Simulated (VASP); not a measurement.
Set up this calculation in VASP 6.6.1, as the native input.

* Task: single point
* Functional: PBE
* Potentials or basis: VASP PAW PBE potentials, release 64 (Au)
* Cutoff: 520 eV
* k mesh: 22 × 22 × 22
* Occupations: gaussian, width 0.1 eV
* Spin: no spin polarisation
* Dipole correction: no
* Further INCAR settings: ALGO = Fast; EDIFF = 1e-07; NBANDS = 12

The structure of Au lies in POSCAR:

```
Au
1.0
    2.4387578274     -1.4091937243      0.0668053836
    2.4387578274      1.4091937243      0.0668053836
   -1.6900517992      0.0000000000      2.2553123805
Au
1
Direct
    0.0000000000      0.0000000000      0.0000000000
```

The input as run:

INCAR

```
  ALGO = Fast
  EDIFF = 1E-7
  ENCUT = 520
  GGA = PE
  ISIF = 2
  ISMEAR = 0
  LASPH = T
  LCHARG = F
  LREAL = F
  LWAVE = F
  NBANDS = 12
  NELM = 60
  PREC = Accurate
  SIGMA = 0.1
```

KPOINTS

```
k-points
0
Gamma
  22 22 22
```

Potentials or basis: VASP PAW PBE potentials, release 64 (Au).

Launch:

```bash
$ cat potpaw_PBE.64/Au/POTCAR > POTCAR
$ mpirun -np 1 vasp_std > vasp.out
```

It gave:

- Pressure: 25.5 GPa
- Band gap on the k mesh: zero (an odd number of electrons rules out a gap without spin polarisation)

Caveat: the cell stands under pressure; spin-orbit coupling is left out, which moves the levels of the heavy elements.

Run time: 2.7 min on 1 thread of Intel(R) Xeon(R) 6975P-C (Granite Rapids), with other jobs on the host, peak memory 0.6 GiB.
